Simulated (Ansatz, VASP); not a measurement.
## One calculation of PtS2, two programs

Contents of INCAR:

```
SYSTEM = PtS2
PREC     = Accurate       ! precision mode
ENCUT    = 450            ! plane-wave cutoff, eV
EDIFF    = 1E-7           ! SCF threshold, eV
ISMEAR   = 0              ! smearing method
SIGMA    = 0.05           ! smearing width, eV
LREAL    = .FALSE.        ! projectors in reciprocal space
LASPH    = .TRUE.         ! aspherical terms in the spheres
NELM     = 120            ! most SCF steps
ALGO     = Normal         ! electronic algorithm
ISIF     = 2              ! what is computed and relaxed
LWAVE    = .FALSE.        ! write WAVECAR
LCHARG   = .FALSE.        ! write CHGCAR
LDIPOL   = .TRUE.       
IDIPOL   = 3            
DIPOL    = 0.5 0.5 0.500
GGA      = PE             ! functional
IVDW     = 12             ! dispersion correction
IBRION   = 2              ! ionic algorithm
NSW      = 60             ! ionic steps
EDIFFG   = -0.04          ! ionic threshold
GGA_COMPAT= .FALSE.      
NELMIN   = 4            
NELMDL   = -8
```

KPOINTS

```
Automatic mesh
0
G
  9 9 1
  0 0 0
```

Contents of POSCAR:

```
PtS2
1.0
    3.5431994800      0.0000000000      0.0000000000
   -1.7715997400      3.0685007600      0.0000000000
    0.0000000000      0.0000000000     24.5582002285
S Pt
4 2
Direct
    0.6666666700      0.3333333300      0.3461165688
    0.3333333300      0.6666666700      0.4487055229
    0.6666666700      0.3333333300      0.5512944771
    0.3333333300      0.6666666700      0.6538834312
    0.0000000000      0.0000000000      0.3974110459
    0.0000000000      0.0000000000      0.6025889541
```

Input for Ansatz:

```yaml
crystal:
  lattice:
    - [3.54319948, 0.0, 0.0]
    - [-1.77159974, 3.06850076, 0.0]
    - [0.0, 0.0, 24.5582002285]
  atoms:
    - { symbol: S, position: [0.66666667, 0.33333333, 0.3461165688] }
    - { symbol: Pt, position: [0.0, 0.0, 0.3974110459] }
    - { symbol: S, position: [0.33333333, 0.66666667, 0.4487055229] }
    - { symbol: S, position: [0.66666667, 0.33333333, 0.5512944771] }
    - { symbol: Pt, position: [0.0, 0.0, 0.6025889541] }
    - { symbol: S, position: [0.33333333, 0.66666667, 0.6538834312] }
basis:
  ecutwfc: 420
  fft_grid_basis: typed
kpoints:
  mp_grid: { grid: [9, 9, 1] }
hamiltonian:
  xc: pbe
  dispersion: d3bj
scf:
  occupations: { method: gaussian, width: 0.05 }
output:
  forces: true
  eigenvalues: true
efield:
  axis: 3
  dipole_correction: true
  ramp_width: 0.04
relax:
  adjacent_minimum: "off"
  f_tol: 0.04
  max_steps: 40
```

Alike in both runs: task relaxation of the atoms; functional PBE; dispersion D3(BJ); k mesh 9 × 9 × 1; occupations gaussian, width 0.05 eV; no spin polarisation.

```csv
,VASP,Ansatz
version,VASP 6.6.1,Ansatz 0.2.0
potentials or method,"VASP PAW PBE potentials, release 64 (S, Pt_sv_GW), cutoff 450 eV","scalar-relativistic, plane waves, PAW"
valence electrons in the cell,60,60
```

```csv
,VASP,Ansatz,Ansatz less VASP
"gap on the k mesh at the Fermi level, each at its own relaxed structure (eV)",1.03,0.89,-0.134
```

Neither program's run includes spin-orbit coupling.
